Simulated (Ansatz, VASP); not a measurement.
# One calculation of Hf, two programs

File INCAR:

```
SYSTEM = Hf
  PREC = Accurate
  ENCUT = 520
  EDIFF = 1E-7
  ISMEAR = 0
  SIGMA = 0.15
  LREAL = .FALSE.
  LASPH = .TRUE.
  NELM = 60
  ALGO = Normal
  ISIF = 2
  LWAVE = .FALSE.
  LCHARG = .FALSE.
  GGA = PS
  NBANDS = 11
```

The input KPOINTS:

```
regular mesh
0
G
  20 20 20
  0 0 0
```

POSCAR

```
Hf
1.0
   -0.9550862996      1.9101725992      1.9101725992
    1.9101725992     -0.9550862996      1.9101725992
    1.9101725992      1.9101725992     -0.9550862996
Hf
1
Direct
    0.0000000000      0.0000000000      0.0000000000
```

Input for Ansatz:

```yaml
crystal:
  lattice:
    - [-0.9550862996, 1.9101725992, 1.9101725992]
    - [1.9101725992, -0.9550862996, 1.9101725992]
    - [1.9101725992, 1.9101725992, -0.9550862996]
  atoms:
    - { symbol: Hf, position: [0.0, 0.0, 0.0] }
basis:
  ecutwfc: 420
kpoints:
  mp_grid: { grid: [20, 20, 20] }
hamiltonian:
  xc: pbesol
scf:
  occupations: { method: gaussian, width: 0.15 }
output:
  forces: true
  stress: true
  eigenvalues: true
```

Alike in both runs: task single point; functional PBEsol; k mesh 20 × 20 × 20; occupations gaussian, width 0.15 eV; no spin polarisation.

```csv
,VASP,Ansatz
version,VASP 6.6.1,Ansatz 0.2.0
potentials or method,"VASP PAW PBE potentials, release 64 (Hf_pv), cutoff 520 eV","scalar-relativistic, plane waves, PAW"
valence electrons in the cell,10,26
```

Ansatz gave:

- gap on the k mesh at the Fermi level (eV): none
- pressure (GPa): 0.0

Task: What did VASP give for the same quantities?

Result: gap on the k mesh at the Fermi level (eV): none; pressure (GPa): -0.3.

VASP's potentials were made for PBE, not for PBEsol. A gap of «none» marks a metal or a gap that the smearing closes. VASP's potentials hold 10 valence electrons a cell and Ansatz's 26, so a difference there can come from the potentials and not from the codes.

Spin-orbit coupling is off throughout.
